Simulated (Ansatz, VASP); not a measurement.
# One calculation of Si, two programs

```
Si
1.0
     2.42700   -5.33478    0.00000
     1.22986    4.90736    0.00000
     0.00000    0.00000   12.57024
Si
12
Direct
  0.75707 0.24293 0.94498
  0.24293 0.75707 0.05502
  0.75707 0.24293 0.55502
  0.24293 0.75707 0.44498
  0.42870 0.57130 0.15723
  0.57130 0.42870 0.84277
  0.42870 0.57130 0.34277
  0.57130 0.42870 0.65723
  0.97110 0.02890 0.90927
  0.02890 0.97110 0.09073
  0.97110 0.02890 0.59073
  0.02890 0.97110 0.40927
```

Change from the starting cell: engineering shear strain xy -0.2250, equal normal strain along x and y -0.0375.

Alike in both runs: task single point; functional LDA; k mesh 10 × 10 × 4; occupations gaussian, width 0.03 eV; no spin polarisation.

|  | VASP | Ansatz |
| --- | --- | --- |
| version | VASP 6.6.1 | Ansatz 0.2.0 |
| potentials or method | VASP PAW LDA potentials, release 64 (Si), cutoff 520 eV | scalar-relativistic, plane waves, PAW |
| valence electrons in the cell | 48 | 48 |

```tsv
	VASP	Ansatz	Ansatz less VASP
gap on the k mesh at the Fermi level (eV)	none	none	-
pressure (GPa)	11.1	11.1	-0.05
traceless stress, the component that is largest in VASP (GPa)	16.27	16.29	+0.014
rms of the force components (eV/Å)	1.712	1.714	+0.0013
```

Ansatz warns that its potentials were made for another functional, while VASP's fit it. LDA's correlation is that of Perdew and Zunger in VASP and of Perdew and Wang (1992) in Ansatz. Atom by atom the forces differ by 0.004 eV/Å (rms over components). A gap of «none» marks a metal or a gap that the smearing closes.
